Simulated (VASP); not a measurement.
# TiC (Fm-3m) in VASP: notebook

Runs on TiC. Level: LDA. Tasks: single point, relaxation of cell and atoms.

All numbers are computed with VASP 6.6.1; they aren't measurements. Logs are shortened: lines on timing, memory, paths and dates and some standing lists are left out, and cuts for length are marked.

### Step 1. The cell of the first run

Symmetry: Fm-3m, No. 225, cubic system. Conventional cell: a = 4.261 Å, b = 4.261 Å, c = 4.261 Å, α = 90.00°, β = 90.00°, γ = 90.00°. Within 2.8 Å of Ti (site symmetry m-3m) lie 6 C at 2.13 Å. C (site symmetry m-3m) has 6 Ti at 2.13 Å within 2.8 Å.

### Step 2. Single point, LDA

File INCAR:

```
PREC     = Accurate       # precision mode
ENCUT    = 520            # plane-wave cutoff, eV
EDIFF    = 1E-6           # SCF threshold, eV
ISMEAR   = 0              # smearing method
SIGMA    = 0.1            # smearing width, eV
LREAL    = False          # projectors in reciprocal space
LASPH    = True           # aspherical terms in the spheres
NELM     = 80             # most SCF steps
ALGO     = Normal         # electronic algorithm
ISIF     = 2              # what is computed and relaxed
LWAVE    = False          # write WAVECAR
LCHARG   = False          # write CHGCAR
NBANDS   = 15             # bands
```

File KPOINTS:

```
Automatic mesh
0
Gamma
  8 8 8
```

File POSCAR:

```
TiC
1.0
    0.0000000000      2.1305402887      2.1305402887
    2.1305402887      0.0000000000      2.1305402887
    2.1305402887      2.1305402887      0.0000000000
Ti C
1 1
Direct
    0.0000000000      0.0000000000      0.0000000000
    0.5000000000      0.5000000000      0.5000000000
```

Potentials or basis: VASP PAW LDA potentials, release 64 (Ti_sv, C).

The run is started by

```sh
$ cat potpaw_LDA.64/Ti_sv/POTCAR potpaw_LDA.64/C/POTCAR > POTCAR
$ mpirun -np 1 vasp_std > vasp.out
```

OUTCAR:

```text
PREC = Accurate
   ENCUT = 520
   EDIFF = 1E-6
   ISMEAR = 0
   LREAL = False
   LASPH = True
   NELM = 80
   ISIF = 2

 ion  position               nearest neighbor table
   1  0.000  0.000  0.000-   2 2.13   2 2.13   2 2.13   2 2.13   2 2.13   2 2.13
   2  0.500  0.500  0.500-   1 2.13   1 2.13   1 2.13   1 2.13   1 2.13   1 2.13

  LATTYP: Found a face centered cubic cell.
 ALAT       =     4.2610805774

  Lattice vectors:

 A1 = (   0.0000000000,   2.1305402887,   2.1305402887)
 A2 = (   2.1305402887,   0.0000000000,   2.1305402887)
 A3 = (   2.1305402887,   2.1305402887,   0.0000000000)

Analysis of symmetry for initial positions (statically):
=====================================================================
 Subroutine PRICEL returns:
 Original cell was already a primitive cell.

 Routine SETGRP: Setting up the symmetry group for a
 face centered cubic supercell.

 Subroutine GETGRP returns: Found 48 space group operations
 (whereof 48 operations were pure point group operations)
 out of a pool of 48 trial point group operations.

The static configuration has the point symmetry O_h .

Analysis of symmetry for dynamics (positions and initial velocities):
=====================================================================
 Subroutine PRICEL returns:
 Original cell was already a primitive cell.

 Routine SETGRP: Setting up the symmetry group for a
 face centered cubic supercell.

 Subroutine GETGRP returns: Found 48 space group operations
 (whereof 48 operations were pure point group operations)
 out of a pool of 48 trial point group operations.

The dynamic configuration has the point symmetry O_h .

 Subroutine INISYM returns: Found 48 space group operations
 (whereof 48 operations are pure point group operations),
 and found     1 'primitive' translations

----------------------------------------------------------------------------------------

                                     Primitive cell

  volume of cell :      19.3419

  direct lattice vectors                    reciprocal lattice vectors
     0.000000000  2.130540289  2.130540289    -0.234682255  0.234682255  0.234682255
     2.130540289  0.000000000  2.130540289     0.234682255 -0.234682255  0.234682255
     2.130540289  2.130540289  0.000000000     0.234682255  0.234682255 -0.234682255

  length of vectors
     3.013038971  3.013038971  3.013038971     0.406481590  0.406481590  0.406481590

  position of ions in fractional coordinates (direct lattice)
     0.000000000  0.000000000  0.000000000
     0.500000000  0.500000000  0.500000000

  ion indices of the primitive-cell ions
   primitive index   ion index
                 1           1
                 2           2

----------------------------------------------------------------------------------------

 KPOINTS: Automatic mesh

Automatic generation of k-mesh.
 Grid dimensions read from file:
 generate k-points for:    8    8    8

 Generating k-lattice:

  Cartesian coordinates                     Fractional coordinates (reciprocal lattice)
    -0.029335282  0.029335282  0.029335282     0.125000000  0.000000000  0.000000000
     0.029335282 -0.029335282  0.029335282     0.000000000  0.125000000  0.000000000
     0.029335282  0.029335282 -0.029335282     0.000000000  0.000000000  0.125000000

  Length of vectors
     0.050810199  0.050810199  0.050810199

  Shift w.r.t. Gamma in fractional coordinates (k-lattice)
     0.000000000  0.000000000  0.000000000

 Subroutine IBZKPT returns following result:
 ===========================================

 Found     29 irreducible k-points:

 Following reciprocal coordinates:
            Coordinates               Weight
  0.000000  0.000000  0.000000      1.000000
  0.125000  0.000000  0.000000      8.000000
  0.250000  0.000000  0.000000      8.000000
  0.375000  0.000000  0.000000      8.000000
  0.500000  0.000000  0.000000      4.000000
  0.125000  0.125000  0.000000      6.000000
[... 16 lines left out ...]
  0.500000  0.250000  0.125000     48.000000
 -0.375000  0.250000  0.125000     24.000000
 [... further k-points ...]
   k-points           NKPTS =     29   k-points in BZ     NKDIM =     29   number of bands    NBANDS=     15
   number of dos      NEDOS =    301   number of ions     NIONS =      2
   total plane-waves  NPLWV =  13824
   dimension x,y,z NGX =    24 NGY =   24 NGZ =   24
   dimension x,y,z NGXF=    48 NGYF=   48 NGZF=   48
   ions per type =               1   1
   NGX,Y,Z   is equivalent  to a cutoff of  13.24, 13.24, 13.24 a.u.
   NGXF,Y,Z  is equivalent  to a cutoff of  26.48, 26.48, 26.48 a.u.
 SYSTEM =  unknown system
   PREC   = accura    normal or accurate (medium, high low for compatibility)
   ISTART =      0    job   : 0-new  1-cont  2-samecut
   ICHARG =      2    charge: 1-file 2-atom 10-const
   ISPIN  =      1    spin polarized calculation?
   LNONCOLLINEAR =      F non collinear calculations
   LSORBIT =      F    spin-orbit coupling
   LASPH  =      T    aspherical Exc in radial PAW
   ENCUT  =  520.0 eV  38.22 Ry    6.18 a.u.   5.60  5.60  5.60*2*pi/ulx,y,z
   NELM   =     80;   NELMIN=  2; NELMDL= -5     # of ELM steps
   EDIFF  = 0.1E-05   stopping-criterion for ELM
   LREAL  =      F    real-space projection
   EDIFFG = 0.1E-04   stopping-criterion for IOM
   NSW    =      0    number of steps for IOM
   IBRION =     -1    ionic relax: 0-MD 1-quasi-New 2-CG
   NFREE  =      0    steps in history (QN), initial steepest desc. (CG)
   ISIF   =      2    stress and relaxation
   ISYM   =      2    0-nonsym 1-usesym 2-fastsym
   POTIM  = 0.5000    time-step for ionic-motion
   TEBEG  =    0.0;   TEEND  =   0.0 temperature during run
   PSTRESS=    0.0 pullay stress
   NELECT =      16.0000    total number of electrons
   NUPDOWN=      -1.0000    fix difference up-down
   EMIN   =  10.00;   EMAX   =-10.00  energy-range for DOS
   EFERMI =   0.00;   METHOD = LEGACY
   ISMEAR =     0;   SIGMA  =   0.10  broadening in eV -4-tet -1-fermi 0-gaus
   EFERMI_NEDOS =   21; number of points for ismear=-14 and -15
   IALGO  =     38    algorithm
   IMIX   =      4    mixing-type and parameters
     AMIX     =   0.40;   BMIX     =  1.00
     AMIX_MAG =   1.60;   BMIX_MAG =  1.00
  volume/ion in A,a.u.               =       9.67        65.26
  Fermi-wavevector in a.u.,A,eV,Ry     =   1.536792  2.904116 32.133280  2.361729
  Thomas-Fermi vector in A             =   2.643391
   LORBIT       =      0    0 simple, 1 ext, 2 COOP (PROOUT), +10 PAW based schemes
   GGA     = CA    functional components
   LHFCALC =     F    Hartree Fock is set to
   AEXX    =    0.0000 exact exchange contribution
   IVDW    =     0    specifies the selected vdW correction
   LEPSILON=     F    determine dielectric tensor
   LRPA    =     F    only Hartree local field effects (RPA)
 non-spin polarized calculation
 Gauss-broadening in eV      SIGMA  =   0.10
  energy-cutoff  :      520.00
  volume of cell :       19.34
 maximum number of plane-waves:       544
 NGX is ok and might be reduce to    24
   NGX = 11   NGY = 11   NGZ = 11

 number of electron      16.0000003 magnetization

 Free energy of the ion-electron system (eV)
  ---------------------------------------------------
  ext. energy  EPLUGINS =         0.00000000
  ---------------------------------------------------
  free energy    TOTEN  =       -20.53716895 eV

  energy without entropy =      -20.53545857  energy(sigma->0) =      -20.53631376

 E-fermi :   9.7760     XC(G=0): -13.2306

 val. band max:        9.6127600787   @ k =   0.3750   0.3750   0.0000
 cond. band min:       9.7834067975   @ k =   0.1250   0.1250   0.0000
 fundamental gap:      0.1706467189
 Fermi energy:         9.7759878377

 k-point     1 :       0.0000    0.0000    0.0000
  band No.  band energies     occupation
      1     -45.9149      2.00000
      2     -22.2912      2.00000
      3     -22.2912      2.00000
      4     -22.2912      2.00000
      5      -2.6056      2.00000
      6      10.4715      0.00000
      7      10.4715      0.00000
      8      10.4715      0.00000
      9      11.5804      0.00000
     10      11.5804      0.00000
     11      11.5804      0.00000
     12      11.6431      0.00000
     13      11.6431      0.00000
     14      21.1732      0.00000
     15      24.0693      0.00000

 k-point     2 :       0.1250    0.0000    0.0000
  band No.  band energies     occupation
      1     -45.9009      2.00000
      2     -22.3851      2.00000
      3     -22.2998      2.00000
      4     -22.2998      2.00000
      5      -2.2320      2.00000
      6       9.1398      2.00000
      7       9.5081      1.99985
      8       9.5081      1.99985
      9      10.9343      0.00000
     10      10.9343      0.00000
     11      12.1807      0.00000
     12      13.7963      0.00000
     13      13.7963      0.00000
     14      21.6722      0.00000
     15      24.2331      0.00000

 k-point     3 :       0.2500    0.0000    0.0000
  band No.  band energies     occupation
      1     -45.8667      2.00000
      2     -22.6066      2.00000
      3     -22.3204      2.00000
      4     -22.3204      2.00000
      5      -1.2070      2.00000
      6       7.0151      2.00000
      7       8.0310      2.00000
      8       8.0310      2.00000
      9      11.6382      0.00000
     10      11.6382      0.00000
     11      12.8125      0.00000
     12      15.9966      0.00000
     13      15.9966      0.00000
     14      21.5024      0.00000
     15      24.7634      0.00000
[... 343 lines left out ...]
 k-point    23 :       0.5000    0.2500    0.1250
  band No.  band energies     occupation
      1     -45.8135      2.00000
      2     -22.7642      2.00000
      3     -22.4943      2.00000
      4     -22.3841      2.00000
      5       0.3003      2.00000
      6       5.2424      2.00000
      7       6.9906      2.00000
      8       7.4463      2.00000
      9      11.7572      0.00000
     10      13.0999      0.00000
     11      13.8877      0.00000
     12      15.5108      0.00000
     13      17.6788      0.00000
     14      21.8334      0.00000
     15      24.3989      0.00000

 k-point    24 :      -0.3750    0.2500    0.1250
  band No.  band energies     occupation
      1     -45.8020      2.00000
      2     -22.8140      2.00000
      3     -22.5098      2.00000
      4     -22.4025      2.00000
      5       0.7628      2.00000
      6       4.8214      2.00000
      7       6.7330      2.00000
      8       7.2137      2.00000
      9      12.5694      0.00000
     10      12.7201      0.00000
     11      13.8403      0.00000
     12      16.7056      0.00000
     13      17.0649      0.00000
     14      21.2193      0.00000
     15      24.5584      0.00000

 [... further k-points ...]

------------------------ aborting loop because EDIFF is reached ----------------------------------------

  FORCE on cell =-STRESS in cart. coord.  units (eV):
  Direction    XX          YY          ZZ          XY          YZ          ZX
  --------------------------------------------------------------------------------------
  -------------------------------------------------------------------------------------
  Total        0.0819432      0.0819432      0.0819432     -0.0000000      0.0000000      0.0000000
  in kB        6.7877256      6.7877256      6.7877256     -0.0000000      0.0000000      0.0000000
  external PRESSURE =       6.7877256 kB  Pullay stress =       0.0000000 kB

 VOLUME and BASIS-vectors are now :
 -----------------------------------------------------------------------------
  energy-cutoff  :      520.00
  volume of cell :       19.34
      direct lattice vectors                 reciprocal lattice vectors
     0.000000000  2.130540289  2.130540289    -0.234682255  0.234682255  0.234682255
     2.130540289  0.000000000  2.130540289     0.234682255 -0.234682255  0.234682255
     2.130540289  2.130540289  0.000000000     0.234682255  0.234682255 -0.234682255

 POSITION                                       TOTAL-FORCE (eV/Angst)
 -----------------------------------------------------------------------------------
      0.00000      0.00000      0.00000         0.000000      0.000000     -0.000000
      2.13054      2.13054      2.13054         0.000000      0.000000      0.000000
 -----------------------------------------------------------------------------------
    total drift:                                0.000000     -0.000000     -0.000000

  FREE ENERGIE OF THE ION-ELECTRON SYSTEM (eV)
  ---------------------------------------------------
  free  energy   TOTEN  =       -20.5371689461 eV

  energy  without entropy=      -20.5354585723  energy(sigma->0) =      -20.53631376
```

Run time: 7.6 s. Hardware: 1 thread of Intel Xeon Platinum 8259CL at 2.50GHz (Skylake/Cascade Lake), shared host; peak memory 0.13 GiB.

Results:

- Free energy: -20.5372 eV
- Pressure: 0.7 GPa
- Band gap on the k mesh: zero (band 8 reaches 10.47 eV, above the bottom of band 9 at 9.41 eV)

(Continued in part 2 of 2.)
